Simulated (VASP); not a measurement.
Crystal: CdTe.

```xyz
2
Lattice="0.0000 3.2821 3.2821 3.2821 0.0000 3.2821 3.2821 3.2821 0.0000" Properties=species:S:1:pos:R:3 pbc="T T T"
Cd    0.0000    0.0000    0.0000
Te    4.9232    4.9232    4.9232
```

| Quantity | Value |
| --- | --- |
| Program | VASP 6.6.1 |
| Task | relaxation of cell and atoms |
| Functional | PBE |
| Potentials or basis | VASP PAW PBE potentials, release 64 (Cd, Te) |
| Cutoff | 600 eV |
| k mesh | 8 × 8 × 8 |
| Occupations | gaussian, width 0.02 eV |
| Spin | no spin polarisation |

At the start: pressure 1.0 GPa; volume 35.36 Å³/atom.

Task: Where does the relaxation end?

Result: Over 3 steps the energy falls by 2.9 meV/atom and the volume is 36.31 Å³/atom (+2.7 %); space group F-43m (No. 216, to 0.05 Å).

Step by step:
```csv
step,energy change (eV),largest force (eV/Å),pressure (GPa),volume (Å³)
1,0.0000,0.0000,1.00,70.71
2,-0.0056,0.0000,-0.18,72.99
3,-0.0058,0.0000,0.00,72.61
```

Final structure:
```
Cd Te
1.0
     0.00000    3.31125    3.31125
     3.31125    0.00000    3.31125
     3.31125    3.31125    0.00000
Cd Te
1 1
Direct
  0.00000 0.00000 0.00000
  0.75000 0.75000 0.75000
```
